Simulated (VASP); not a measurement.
# Cu12N in VASP: single point with PBE

Aim: the single point of Cu12N with PBE.

Everything below comes from runs of VASP 6.6.1. Logs are shortened: lines on timing, memory, paths and dates and some standing lists are left out, and cuts for length are marked.

## 1. The cell of the first run

The cell holds a slab with vacuum, 13 atoms: a = 5.132 Å, b = 5.132 Å, c = 19.028 Å, α = 90.00°, β = 90.00°, γ = 90.00°.

## 2. Single point, PBE

The input, INCAR:

```
SYSTEM = Cu12N
PREC     = Accurate       ! precision mode
ENCUT    = 520            ! plane-wave cutoff, eV
EDIFF    = 1E-6           ! SCF threshold, eV
ISMEAR   = 0              ! smearing method
SIGMA    = 0.1            ! smearing width, eV
LREAL    = .FALSE.        ! projectors in reciprocal space
LASPH    = .TRUE.         ! aspherical terms in the spheres
NELM     = 100            ! most SCF steps
ALGO     = Normal         ! electronic algorithm
ISIF     = 2              ! what is computed and relaxed
LWAVE    = .FALSE.        ! write WAVECAR
LCHARG   = .TRUE.         ! write CHGCAR
LDIPOL   = .TRUE.       
IDIPOL   = 3            
DIPOL    = 0.5 0.5 0.316
GGA      = PE             ! functional
LELF     = .TRUE.         ! ELF
LVHAR    = .TRUE.       
LVACPOTAV= .TRUE.       
NBANDS   = 80             ! bands
```

The input, KPOINTS:

```
Automatic mesh
0
G
  5 5 1
  0 0 0
```

The input, POSCAR:

```
Cu12N
1.0
    5.1319544695      0.0000000000      0.0000000000
    0.0000000000      5.1319544695      0.0000000000
    0.0000000000      0.0000000000     19.0279314499
Cu N
12 1
Direct
    0.2500000000      0.2500000000      0.2102172803
    0.2500000000      0.7500000000      0.2102172803
    0.7500000000      0.2500000000      0.2102172803
    0.7500000000      0.7500000000      0.2102172803
    0.0000000000      0.0000000000      0.3029241295
    0.0000000000      0.5000000000      0.3029241295
    0.5000000000      0.0000000000      0.3029241295
    0.5000000000      0.5000000000      0.3029241295
    0.2500000000      0.2500000000      0.3956253190
    0.2500000000      0.7500000000      0.3956253190
    0.7500000000      0.2500000000      0.3956253190
    0.7500000000      0.7500000000      0.3956253190
    0.3333333333      0.3333333333      0.4781381842
```

Potentials or basis: VASP PAW PBE potentials, release 64 (Cu, N).

Command:

```bash
cat potpaw_PBE.64/Cu/POTCAR potpaw_PBE.64/N/POTCAR > POTCAR
mpirun -np 1 vasp_std > vasp.out
```

OUTCAR:

```text
SYSTEM = Cu12N
   PREC = Accurate
   ENCUT = 520
   EDIFF = 1E-6
   ISMEAR = 0
   LREAL = .FALSE.
   LASPH = .TRUE.
   NELM = 100
   ISIF = 2
   GGA = PE

 ion  position               nearest neighbor table
   1  0.250  0.250  0.210-   5 2.53   6 2.53   7 2.53   8 2.53   2 2.57   3 2.57   2 2.57   3 2.57

   2  0.250  0.750  0.210-   5 2.53   6 2.53   7 2.53   8 2.53   1 2.57   4 2.57   1 2.57   4 2.57

   3  0.750  0.250  0.210-   5 2.53   6 2.53   7 2.53   8 2.53   1 2.57   4 2.57   4 2.57   1 2.57
[... 15 lines left out ...]
  11  0.750  0.250  0.396-   5 2.53   6 2.53   7 2.53   8 2.53   9 2.57  12 2.57  12 2.57   9 2.57

  12  0.750  0.750  0.396-   5 2.53   6 2.53   7 2.53   8 2.53  10 2.57  11 2.57  11 2.57  10 2.57

  13  0.333  0.333  0.478-   9 1.68

  LATTYP: Found a simple tetragonal cell.
 ALAT       =     5.1319544695
 C/A-ratio  =     3.7077358272

  Lattice vectors:

 A1 = (   5.1319544695,   0.0000000000,   0.0000000000)
 A2 = (   0.0000000000,   5.1319544695,   0.0000000000)
 A3 = (   0.0000000000,   0.0000000000,  19.0279314499)

Analysis of symmetry for initial positions (statically):
=====================================================================
 Subroutine PRICEL returns:
 Original cell was already a primitive cell.

 Routine SETGRP: Setting up the symmetry group for a
 simple tetragonal supercell.

 Subroutine GETGRP returns: Found  2 space group operations
 (whereof  2 operations were pure point group operations)
 out of a pool of 16 trial point group operations.

The static configuration has the point symmetry C_1h.

Analysis of symmetry for dynamics (positions and initial velocities):
=====================================================================
 Subroutine PRICEL returns:
 Original cell was already a primitive cell.

 Routine SETGRP: Setting up the symmetry group for a
 simple tetragonal supercell.

 Subroutine GETGRP returns: Found  2 space group operations
 (whereof  2 operations were pure point group operations)
 out of a pool of 16 trial point group operations.

The dynamic configuration has the point symmetry C_1h.

 Subroutine INISYM returns: Found  2 space group operations
 (whereof  2 operations are pure point group operations),
 and found     1 'primitive' translations

----------------------------------------------------------------------------------------

                                     Primitive cell

  volume of cell :     501.1378

[... 114 lines left out ...]
     AMIX_MAG =   1.60;   BMIX_MAG =  1.00
  volume/ion in A,a.u.               =      38.55       260.14
  Fermi-wavevector in a.u.,A,eV,Ry     =   1.062501  2.007836 15.359727  1.128908
  Thomas-Fermi vector in A             =   2.197954
   LORBIT       =      0    0 simple, 1 ext, 2 COOP (PROOUT), +10 PAW based schemes
   GGA     = PE    functional components
   LHFCALC =     F    Hartree Fock is set to
   AEXX    =    0.0000 exact exchange contribution
   IVDW    =     0    specifies the selected vdW correction
   LEPSILON=     F    determine dielectric tensor
   LRPA    =     F    only Hartree local field effects (RPA)
 non-spin polarized calculation
 Gauss-broadening in eV      SIGMA  =   0.10
  energy-cutoff  :      520.00
  volume of cell :      501.14
 maximum number of plane-waves:     13595
 NGX is ok and might be reduce to    40
   NGX = 19   NGY = 19   NGZ = 71

 dipolmoment           0.000000      0.000000     -0.260923 electrons x Angstroem

 number of electron     136.9999785 magnetization

 dipolmoment           0.000000      0.000000      0.244555 electrons x Angstroem

 Free energy of the ion-electron system (eV)
  ---------------------------------------------------
  ext. energy  EPLUGINS =         0.00000000
  ---------------------------------------------------
  free energy    TOTEN  =       -44.88480988 eV

  energy without entropy =      -44.86104580  energy(sigma->0) =      -44.87292784

 E-fermi :  -1.4398     XC(G=0):  -4.8056

 val. band max:       -1.4947841942   @ k =   0.4000   0.0000   0.0000
 cond. band min:      -1.3596933654   @ k =  -0.2000   0.2000   0.0000
 fundamental gap:      0.1350908288
 Fermi energy:        -1.4397663458

 k-point     1 :       0.0000    0.0000    0.0000
  band No.  band energies     occupation
      1     -14.6105      2.00000
      2      -9.8198      2.00000
      3      -7.2624      2.00000
      4      -6.4671      2.00000
      5      -6.4565      2.00000
      6      -6.3528      2.00000
[... 736 lines left out ...]
     79       4.2498      0.00000
     80       4.3609      0.00000

------------------------ aborting loop because EDIFF is reached ----------------------------------------

  FORCE on cell =-STRESS in cart. coord.  units (eV):
  Direction    XX          YY          ZZ          XY          YZ          ZX
  --------------------------------------------------------------------------------------
  -------------------------------------------------------------------------------------
  Total       -4.0373734     -4.0373734      1.4938108      0.2774047      1.2923559      1.2923560
  in kB      -12.9078033    -12.9078033      4.7758317      0.8868847      4.1317644      4.1317648
  external PRESSURE =      -7.0132583 kB  Pullay stress =       0.0000000 kB

 VOLUME and BASIS-vectors are now :
 -----------------------------------------------------------------------------
  energy-cutoff  :      520.00
  volume of cell :      501.14
      direct lattice vectors                 reciprocal lattice vectors
     5.131954470  0.000000000  0.000000000     0.194857535  0.000000000  0.000000000
     0.000000000  5.131954470  0.000000000     0.000000000  0.194857535  0.000000000
     0.000000000  0.000000000 19.027931450     0.000000000  0.000000000  0.052554320

 POSITION                                       TOTAL-FORCE (eV/Angst)
 -----------------------------------------------------------------------------------
      1.28299      1.28299      4.00000        -0.007302     -0.007302      0.005673
      1.28299      3.84897      4.00000        -0.031897      0.007060     -0.021388
      3.84897      1.28299      4.00000         0.007060     -0.031897     -0.021388
      3.84897      3.84897      4.00000         0.029967      0.029967      0.003337
      0.00000      0.00000      5.76402        -0.027017     -0.027017     -0.141565
      0.00000      2.56598      5.76402        -0.035518      0.022241     -0.157449
      2.56598      0.00000      5.76402         0.022241     -0.035518     -0.157449
      2.56598      2.56598      5.76402         0.045528      0.045528     -0.250414
      1.28299      1.28299      7.52793        -0.600944     -0.600944     -0.605762
      1.28299      3.84897      7.52793         0.045720     -0.261882      0.592049
      3.84897      1.28299      7.52793        -0.261882      0.045720      0.592049
      3.84897      3.84897      7.52793        -0.010242     -0.010242      0.024702
      1.71065      1.71065      9.09798         0.824287      0.824287      0.137607
 -----------------------------------------------------------------------------------
    total drift:                               -0.000066     -0.000066      0.000207

  FREE ENERGIE OF THE ION-ELECTRON SYSTEM (eV)
  ---------------------------------------------------
  free  energy   TOTEN  =       -44.8848098785 eV

  energy  without entropy=      -44.8610457983  energy(sigma->0) =      -44.87292784

 vacuum level on the upper side and lower side of the slab         4.735         3.055
```

OSZICAR:

```text
N       E                     dE             d eps       ncg     rms          rms(c)
DAV:   1     0.125182654982E+04    0.12518E+04   -0.57209E+04  1440   0.195E+03
DAV:   2     0.105385181464E+03   -0.11464E+04   -0.11147E+04  1440   0.435E+02
DAV:   3    -0.375609088995E+02   -0.14295E+03   -0.13543E+03  1720   0.205E+02
[... 23 lines left out ...]
DAV:  27    -0.448847980202E+02   -0.12584E-04   -0.22947E-06  1080   0.287E-02    0.175E-03
DAV:  28    -0.448848023695E+02   -0.43493E-05   -0.62347E-07   984   0.118E-02    0.188E-03
DAV:  29    -0.448848065366E+02   -0.41672E-05   -0.70349E-07   920   0.119E-02    0.116E-03
DAV:  30    -0.448848090223E+02   -0.24856E-05   -0.29201E-07   920   0.661E-03    0.887E-04
DAV:  31    -0.448848098785E+02   -0.85628E-06   -0.14091E-07   888   0.473E-03
   1 F= -.44884810E+02 E0= -.44872928E+02  d E =-.237641E-01
```

Wall time 10 min (1 thread of Intel Xeon 6975P-C (Granite Rapids), shared host); peak memory 0.65 GiB.

What came out:

```yaml
Free_energy: -44.8848 eV
Largest_force: 1.174 eV/Å
Band_gap_on_the_k_mesh: zero (an odd number of electrons rules out a gap without spin polarisation)
```

Forces in eV/Å, atoms in the order of the input:
```
Cu  -0.007 -0.007  0.006
Cu  -0.032  0.007 -0.021
Cu   0.007 -0.032 -0.021
Cu   0.030  0.030  0.003
Cu  -0.027 -0.027 -0.142
Cu  -0.036  0.022 -0.157
Cu   0.022 -0.036 -0.157
Cu   0.046  0.046 -0.250
Cu  -0.601 -0.601 -0.606
Cu   0.046 -0.262  0.592
Cu  -0.262  0.046  0.592
Cu  -0.010 -0.010  0.025
N    0.824  0.824  0.138
```

Levels at points of the mesh, in eV from the Fermi level:
```tsv
k point	band 66	band 67	band 68	band 69	band 70	band 71	band 72	band 73
(0.00, 0.00, 0.00)	-0.79	-0.31	-0.28	-0.09	-0.09	0.12	0.86	1.20
```

With open d or f shells a metallic result of PBE can be an artefact of self-interaction; +U or a hybrid may open a gap.

The gap in the log of VASP goes by the Fermi energy; the results here count the filled bands.